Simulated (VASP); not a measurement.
# Cu (Fm-3m) in VASP: notebook

Aim: see how the results for Cu move with the level of theory and the settings. Levels: revPBE+D3(BJ), LDA, HSE06. Tasks: relaxation of cell and atoms, single point.

Program: VASP 6.6.1. These are calculated values, not measurements. Logs are shortened: lines on timing, memory, paths and dates and some standing lists are left out, and cuts for length are marked.

## (1) The cell of the first run

It takes space group Fm-3m (No. 225, cubic). The conventional cell has a = 3.615 Å, b = 3.615 Å, c = 3.615 Å, α = 90.00°, β = 90.00°, γ = 90.00°. Cu (site symmetry m-3m) has 12 Cu at 2.56 Å within 3.4 Å.

## (2) Relaxation of cell and atoms, revPBE+D3(BJ)

INCAR

```
SYSTEM = Cu
ALGO = Normal ; EDIFF = 1E-7
EDIFFG = -0.01 ; ENCUT = 820
GGA = RE ; GGA_COMPAT = .False.
IBRION = 2 ; ISIF = 3
ISMEAR = -1 ; IVDW = 12
LASPH = .True. ; LCHARG = .False.
LREAL = .False. ; LWAVE = .False.
NELM = 120 ; NELMIN = 4
NSW = 60 ; PREC = Accurate
SIGMA = 0.05
```

KPOINTS

```
k-points
0
Gamma
  13 13 13
  0 0 0
```

POSCAR

```
Cu
1.0
    0.0000000000      1.8075000000      1.8075000000
    1.8075000000      0.0000000000      1.8075000000
    1.8075000000      1.8075000000      0.0000000000
Cu
1
Direct
    0.0000000000      0.0000000000      0.0000000000
```

Potentials or basis: VASP PAW PBE potentials, release 64 (Cu_sv_GW).

Launch:

```bash
$ cat potpaw_PBE.64/Cu_sv_GW/POTCAR > POTCAR
$ mpirun -np 1 vasp_std > vasp.out
```

OUTCAR:

```text
SYSTEM = Cu
   EDIFF = 1E-7
   EDIFFG = -0.01
   ENCUT = 820
   GGA = RE
   IBRION = 2
   ISIF = 3
   ISMEAR = -1
   IVDW = 12
   LASPH = .True.
   LREAL = .False.
   NELM = 120
   NELMIN = 4
   NSW = 60
   PREC = Accurate
 IVDW          = 12

 ion  position               nearest neighbor table
   1  0.000  0.000  0.000-

  LATTYP: Found a face centered cubic cell.
 ALAT       =     3.6150000000

  Lattice vectors:

 A1 = (   0.0000000000,   1.8075000000,   1.8075000000)
 A2 = (   1.8075000000,   0.0000000000,   1.8075000000)
 A3 = (   1.8075000000,   1.8075000000,   0.0000000000)

Analysis of symmetry for initial positions (statically):
=====================================================================
 Subroutine PRICEL returns:
 Original cell was already a primitive cell.

 Routine SETGRP: Setting up the symmetry group for a
 face centered cubic supercell.

 Subroutine GETGRP returns: Found 48 space group operations
 (whereof 48 operations were pure point group operations)
 out of a pool of 48 trial point group operations.

The static configuration has the point symmetry O_h .

Analysis of symmetry for dynamics (positions and initial velocities):
=====================================================================
 Subroutine PRICEL returns:
 Original cell was already a primitive cell.

 Routine SETGRP: Setting up the symmetry group for a
 face centered cubic supercell.

 Subroutine GETGRP returns: Found 48 space group operations
 (whereof 48 operations were pure point group operations)
 out of a pool of 48 trial point group operations.

The dynamic configuration has the point symmetry O_h .

 Subroutine INISYM returns: Found 48 space group operations
 (whereof 48 operations are pure point group operations),
 and found     1 'primitive' translations

----------------------------------------------------------------------------------------

                                     Primitive cell

  volume of cell :      11.8104

  direct lattice vectors                    reciprocal lattice vectors
     0.000000000  1.807500000  1.807500000    -0.276625173  0.276625173  0.276625173
     1.807500000  0.000000000  1.807500000     0.276625173 -0.276625173  0.276625173
     1.807500000  1.807500000  0.000000000     0.276625173  0.276625173 -0.276625173

  length of vectors
     2.556191014  2.556191014  2.556191014     0.479128854  0.479128854  0.479128854

  position of ions in fractional coordinates (direct lattice)
     0.000000000  0.000000000  0.000000000

  ion indices of the primitive-cell ions
   primitive index   ion index
                 1           1

----------------------------------------------------------------------------------------

 KPOINTS: k-points

Automatic generation of k-mesh.
 Grid dimensions read from file:
 generate k-points for:   13   13   13

 Generating k-lattice:

  Cartesian coordinates                     Fractional coordinates (reciprocal lattice)
    -0.021278859  0.021278859  0.021278859     0.076923077  0.000000000  0.000000000
     0.021278859 -0.021278859  0.021278859     0.000000000  0.076923077  0.000000000
     0.021278859  0.021278859 -0.021278859     0.000000000  0.000000000  0.076923077

  Length of vectors
     0.036856066  0.036856066  0.036856066

  Shift w.r.t. Gamma in fractional coordinates (k-lattice)
     0.000000000  0.000000000  0.000000000

 Subroutine IBZKPT returns following result:
 ===========================================

 Found     84 irreducible k-points:

 Following reciprocal coordinates:
            Coordinates               Weight
  0.000000  0.000000  0.000000      1.000000
  0.076923  0.000000  0.000000      8.000000
  0.153846  0.000000  0.000000      8.000000
  0.230769  0.000000  0.000000      8.000000
  0.307692  0.000000  0.000000      8.000000
  0.384615  0.000000  0.000000      8.000000
[... 16 lines left out ...]
  0.384615  0.153846  0.000000     24.000000
  0.461538  0.153846  0.000000     24.000000
 [... further k-points ...]
   k-points           NKPTS =     84   k-points in BZ     NKDIM =     84   number of bands    NBANDS=     13
   number of dos      NEDOS =    301   number of ions     NIONS =      1
   total plane-waves  NPLWV =  13824
   dimension x,y,z NGX =    24 NGY =   24 NGZ =   24
   dimension x,y,z NGXF=    48 NGYF=   48 NGZF=   48
   ions per type =               1
   NGX,Y,Z   is equivalent  to a cutoff of  15.61, 15.61, 15.61 a.u.
   NGXF,Y,Z  is equivalent  to a cutoff of  31.22, 31.22, 31.22 a.u.
 SYSTEM =  Cu
   PREC   = accura    normal or accurate (medium, high low for compatibility)
   ISTART =      0    job   : 0-new  1-cont  2-samecut
   ICHARG =      2    charge: 1-file 2-atom 10-const
   ISPIN  =      1    spin polarized calculation?
   LNONCOLLINEAR =      F non collinear calculations
   LSORBIT =      F    spin-orbit coupling
   LASPH  =      T    aspherical Exc in radial PAW
   ENCUT  =  820.0 eV  60.27 Ry    7.76 a.u.   5.97  5.97  5.97*2*pi/ulx,y,z
   NELM   =    120;   NELMIN=  4; NELMDL= -5     # of ELM steps
   EDIFF  = 0.1E-06   stopping-criterion for ELM
   LREAL  =      F    real-space projection
   EDIFFG = -.1E-01   stopping-criterion for IOM
   NSW    =     60    number of steps for IOM
   IBRION =      2    ionic relax: 0-MD 1-quasi-New 2-CG
   NFREE  =      1    steps in history (QN), initial steepest desc. (CG)
   ISIF   =      3    stress and relaxation
   ISYM   =      2    0-nonsym 1-usesym 2-fastsym
   POTIM  = 0.5000    time-step for ionic-motion
   TEBEG  =    0.0;   TEEND  =   0.0 temperature during run
   PSTRESS=    0.0 pullay stress
   NELECT =      19.0000    total number of electrons
   NUPDOWN=      -1.0000    fix difference up-down
   EMIN   =  10.00;   EMAX   =-10.00  energy-range for DOS
   EFERMI =   0.00;   METHOD = LEGACY
   ISMEAR =    -1;   SIGMA  =   0.05  broadening in eV -4-tet -1-fermi 0-gaus
   EFERMI_NEDOS =   21; number of points for ismear=-14 and -15
   IALGO  =     38    algorithm
   IMIX   =      4    mixing-type and parameters
     AMIX     =   0.40;   BMIX     =  1.00
     AMIX_MAG =   1.60;   BMIX_MAG =  1.00
  volume/ion in A,a.u.               =      11.81        79.70
  Fermi-wavevector in a.u.,A,eV,Ry     =   1.918246  3.624960 50.064940  3.679669
  Thomas-Fermi vector in A             =   2.953290
   LORBIT       =      0    0 simple, 1 ext, 2 COOP (PROOUT), +10 PAW based schemes
   GGA     = RE    functional components
   LHFCALC =     F    Hartree Fock is set to
   AEXX    =    0.0000 exact exchange contribution
   IVDW    =    12    specifies the selected vdW correction
   LEPSILON=     F    determine dielectric tensor
   LRPA    =     F    only Hartree local field effects (RPA)
 conjugate gradient relaxation of ions
 non-spin polarized calculation
  energy-cutoff  :      820.00
  volume of cell :       11.81
 maximum number of plane-waves:       646
   NGX = 11   NGY = 11   NGZ = 11

--------------------------------------- Ionic step        1  -------------------------------------------

 number of electron      19.0000008 magnetization

 Free energy of the ion-electron system (eV)
  ---------------------------------------------------
  ext. energy  EPLUGINS =         0.00000000
  ---------------------------------------------------
  free energy    TOTEN  =        -3.40847582 eV

  energy without entropy =       -3.40573905  energy(sigma->0) =       -3.40710743

------------------------ aborting loop because EDIFF is reached ----------------------------------------

 Edisp (eV)   -1.12564

 E8    (eV) :    -0.7830

  FORCE on cell =-STRESS in cart. coord.  units (eV):
  Direction    XX          YY          ZZ          XY          YZ          ZX
  --------------------------------------------------------------------------------------
  -------------------------------------------------------------------------------------
  Total      -0.91704    -0.91704    -0.91704     0.00000    -0.00000     0.00000
  in kB    -124.40335  -124.40335  -124.40335     0.00000    -0.00000     0.00000
  external pressure =     -124.40 kB  Pullay stress =        0.00 kB

 VOLUME and BASIS-vectors are now :
 -----------------------------------------------------------------------------
  energy-cutoff  :      820.00
  volume of cell :       11.81
      direct lattice vectors                 reciprocal lattice vectors
     0.000000000  1.807500000  1.807500000    -0.276625173  0.276625173  0.276625173
     1.807500000  0.000000000  1.807500000     0.276625173 -0.276625173  0.276625173
     1.807500000  1.807500000  0.000000000     0.276625173  0.276625173 -0.276625173
[... 79 lines left out ...]
 POSITION                                       TOTAL-FORCE (eV/Angst)
 -----------------------------------------------------------------------------------
      0.00000      0.00000      0.00000        -0.000000      0.000000      0.000000
 -----------------------------------------------------------------------------------
    total drift:                               -0.000000     -0.000000     -0.000000

  FREE ENERGIE OF THE ION-ELECTRON SYSTEM (eV)
  ---------------------------------------------------
  free  energy   TOTEN  =        -4.5703346801 eV

  energy  without entropy=       -4.5675717785  energy(sigma->0) =       -4.56895323

--------------------------------------- Ionic step        4  -------------------------------------------

 number of electron      18.9999997 magnetization

 Free energy of the ion-electron system (eV)
  ---------------------------------------------------
  ext. energy  EPLUGINS =         0.00000000
  ---------------------------------------------------
  free energy    TOTEN  =        -3.34928130 eV

  energy without entropy =       -3.34651708  energy(sigma->0) =       -3.34789919

 E-fermi :   8.8791     XC(G=0): -13.7223

 val. band max:        8.7078576347   @ k =   0.4615   0.2308   0.0000
 cond. band min:       8.9017496017   @ k =   0.4615   0.3077   0.0000
 fundamental gap:      0.1938919670
 Fermi energy:         8.8790822717

 k-point     1 :       0.0000    0.0000    0.0000
  band No.  band energies     occupation
      1    -104.2095      2.00000
      2     -61.4446      2.00000
      3     -61.4446      2.00000
      4     -61.4446      2.00000
      5      -1.3256      2.00000
      6       5.4392      2.00000
      7       5.4392      2.00000
      8       5.4392      2.00000
      9       6.3758      2.00000
     10       6.3758      2.00000
     11      31.8787      0.00000
     12      35.1487      0.00000
     13      35.1487      0.00000

 k-point     2 :       0.0769    0.0000    0.0000
  band No.  band energies     occupation
      1    -104.2084      2.00000
      2     -61.4531      2.00000
      3     -61.4459      2.00000
      4     -61.4459      2.00000
      5      -1.0982      2.00000
      6       5.3867      2.00000
      7       5.4843      2.00000
      8       5.4843      2.00000
      9       6.3581      2.00000
     10       6.3581      2.00000
     11      30.6279      0.00000
[... 339 lines left out ...]
 k-point    24 :       0.4615    0.1538    0.0000
  band No.  band energies     occupation
      1    -104.1890      2.00000
      2     -61.5712      2.00000
      3     -61.4816      2.00000
      4     -61.4736      2.00000
      5       3.4234      2.00000
      6       4.9985      2.00000
      7       5.4246      2.00000
      8       5.7478      2.00000
      9       7.0412      2.00000
     10       8.3496      1.99995
     11      15.1738      0.00000
     12      26.2990      0.00000
     13      27.8141      0.00000

 [... further k-points ...]

------------------------ aborting loop because EDIFF is reached ----------------------------------------

 Edisp (eV)   -1.22105

 E8    (eV) :    -0.8500

  FORCE on cell =-STRESS in cart. coord.  units (eV):
  Direction    XX          YY          ZZ          XY          YZ          ZX
  --------------------------------------------------------------------------------------
  -------------------------------------------------------------------------------------
  Total       0.00912     0.00912     0.00912    -0.00000     0.00000     0.00000
  in kB       1.33751     1.33751     1.33751    -0.00000     0.00000     0.00000
  external pressure =        1.34 kB  Pullay stress =        0.00 kB

 VOLUME and BASIS-vectors are now :
 -----------------------------------------------------------------------------
  energy-cutoff  :      820.00
  volume of cell :       10.93
      direct lattice vectors                 reciprocal lattice vectors
     0.000000000  1.761316563  1.761316563    -0.283878555  0.283878555  0.283878555
     1.761316563 -0.000000000  1.761316563     0.283878555 -0.283878555  0.283878555
     1.761316563  1.761316563  0.000000000     0.283878555  0.283878555 -0.283878555

 POSITION                                       TOTAL-FORCE (eV/Angst)
 -----------------------------------------------------------------------------------
      3.52263      1.76132      1.76132        -0.000000      0.000000     -0.000000
 -----------------------------------------------------------------------------------
    total drift:                                0.000000      0.000000      0.000000

  FREE ENERGIE OF THE ION-ELECTRON SYSTEM (eV)
  ---------------------------------------------------
  free  energy   TOTEN  =        -4.5703349965 eV

  energy  without entropy=       -4.5675707822  energy(sigma->0) =       -4.56895289

 reached required accuracy - stopping structural energy minimisation
```

Run time: 2.5 min. Hardware: 1 thread of AMD EPYC 7R43 (Zen 3), shared host; peak memory 0.15 GiB.

What came out:

```yaml
Free_energy: -4.5703 eV
Relaxed_volume: 10.93 Å³/atom
Relaxed_cell: a = 2.491 Å, b = 2.491 Å, c = 2.491 Å, α = 60.00°, β = 60.00°, γ = 60.00°
Space_group_after_relaxing_to_0.1_Å: Fm-3m (No. 225)
Energy_gained_by_relaxing: 36.2 meV/atom
Ionic_steps: 4
Pressure_after_relaxing: 0.1 GPa
Band_gap_on_the_k_mesh: zero (an odd number of electrons rules out a gap without spin polarisation)
Dispersion_energy_per_atom: -1.221 eV
```

Step by step:
| step | energy change (eV) | largest force (eV/Å) | pressure (GPa) | volume (Å³) |
| --- | --- | --- | --- | --- |
| 1 | 0.0000 | 0.0000 | -12.44 | 11.81 |
| 2 | -0.0123 | 0.0000 | 12.85 | 10.31 |
| 3 | -0.0362 | 0.0000 | -0.20 | 10.94 |
| 4 | -0.0362 | 0.0000 | 0.13 | 10.93 |

Final structure:
```yaml
crystal:
  lattice:
    - [0.00000, 1.76132, 1.76132]
    - [1.76132, 0.00000, 1.76132]
    - [1.76132, 1.76132, 0.00000]
  atoms:
    - { symbol: Cu, position: [0.00000, 0.00000, 0.00000] }
```

Caveat: the dispersion term is far too large for a dense solid, which distorts pressure and volume; the PAW data sets were made with another functional, which shifts forces and pressure a little.

(Part 1 of 4 ends here.)

The gap in the log of VASP goes by the Fermi energy; the results here count the filled bands.